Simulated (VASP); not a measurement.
The system is BN (l).

```
B N
1.0
     0.00000    1.80750    1.80750
     1.80750    0.00000    1.80750
     1.80750    1.80750    0.00000
B N
1 1
Direct
  0.00000 0.00000 0.00000
  0.25000 0.25000 0.25000
```

| Quantity | Value |
| --- | --- |
| Program | VASP 6.6.1 |
| Task | relaxation of cell and atoms |
| Functional | LDA |
| Potentials or basis | VASP PAW LDA potentials, release 64 (B, N) |
| Cutoff | 600 eV |
| k mesh | 10 × 10 × 10 |
| Occupations | gaussian, width 0.1 eV |
| Spin | no spin polarisation |

At the start: pressure -10.3 GPa; volume 5.91 Å³/atom.

Task: Where does the relaxation end?

Result: Over 3 steps the energy falls by 5.2 meV/atom and the volume is 5.75 Å³/atom (-2.7 %); space group F-43m (No. 216, to 0.05 Å).

The path:
```csv
step,energy change (eV),largest force (eV/Å),pressure (GPa),volume (Å³)
1,0.0000,0.0000,-10.33,11.81
2,0.0016,0.0000,12.10,11.17
3,-0.0104,0.0000,-0.06,11.50
```

Final structure:
```
CELL_PARAMETERS angstrom
0.00000 1.79138 1.79138
1.79138 0.00000 1.79138
1.79138 1.79138 0.00000
ATOMIC_POSITIONS crystal
B 0.00000 0.00000 0.00000
N 0.25000 0.25000 0.25000
```
